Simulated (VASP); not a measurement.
Wanted: the native input for a VASP 6.6.1 run.

```
Task                   : single point
Functional             : PBE
Potentials or basis    : VASP PAW PBE potentials, release 64 (Ti_sv, Al)
Cutoff                 : 520 eV
k mesh                 : 18 × 18 × 6
Occupations            : gaussian, width 0.15 eV
Spin                   : no spin polarisation
Dipole correction      : no
Further INCAR settings : ALGO = Fast; EDIFF = 1e-07; NBANDS = 28
```

The structure of Ti3Al lies in POSCAR:

```
Ti3Al
1.0
    2.9809006411      0.0000000000      0.0000000000
   -1.4904503205      2.5815356813      0.0000000000
    0.0000000000      0.0000000000      9.3927445527
Ti Al
3 1
Direct
    0.6666666667      0.3333333333      0.0000000000
    0.3333333333      0.6666666667      0.7504575700
    0.3333333333      0.6666666667      0.2495424300
    0.6666666667      0.3333333333      0.5000000000
```

This cell differs from its parent crystal: volume 18.070 Å^3 an atom, c/a of the conventional cell 3.1510.

These files were run (other wordings do the same):

INCAR

```
SYSTEM = Ti3Al
  ALGO = Fast
  EDIFF = 1E-7
  ENCUT = 520
  GGA = PE
  ISIF = 2
  ISMEAR = 0
  LASPH = .TRUE.
  LCHARG = .FALSE.
  LREAL = .FALSE.
  LWAVE = .FALSE.
  NBANDS = 28
  NELM = 100
  PREC = Accurate
  SIGMA = 0.15
```

KPOINTS

```
k-points
0
G
  18 18 6
  0 0 0
```

Potentials or basis: VASP PAW PBE potentials, release 64 (Ti_sv, Al).

The run is started by

```bash
$ cat potpaw_PBE.64/Ti_sv/POTCAR potpaw_PBE.64/Al/POTCAR > POTCAR
$ mpirun -np 1 vasp_std > vasp.out
```

It gave:

The pressure is -5.2 GPa and the largest force is 0.033 eV/Å.

Wall time 8.6 min on 1 thread of Intel(R) Xeon(R) 6975P-C (Granite Rapids), with other jobs on the host, peak memory 0.37 GiB.
